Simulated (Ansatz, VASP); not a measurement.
## One calculation of Y, two programs

```
Y
1.0
     3.54040    0.00000    0.00000
    -1.77020    3.06607    0.00000
     0.00000    0.00000   11.31067
Y
4
Cartesian
  0.0000 0.0000 11.3107
  -1.7702 3.0661 5.6553
  0.0000 2.0440 2.8277
  1.7702 1.0220 8.4830
```

Alike in both runs: task single point; functional r2SCAN; k mesh 11 × 11 × 3; occupations fermi-dirac, width 0.1 eV; no spin polarisation.

|  | VASP | Ansatz |
| --- | --- | --- |
| version | VASP 6.6.1 | Ansatz 0.2.0 |
| potentials or method | VASP PAW PBE potentials, release 64 (Y_sv), cutoff 520 eV | plane waves (500 eV) with PAW, scalar-relativistic |
| valence electrons in the cell | 44 | 44 |

|  | VASP | Ansatz | Ansatz less VASP |
| --- | --- | --- | --- |
| pressure (GPa) | 3.6 | 3.5 | -0.08 |
| traceless stress, the component that is largest in VASP (GPa) | 0.06 | 0.07 | +0.012 |

VASP's potentials were made for PBE, not for r2SCAN.
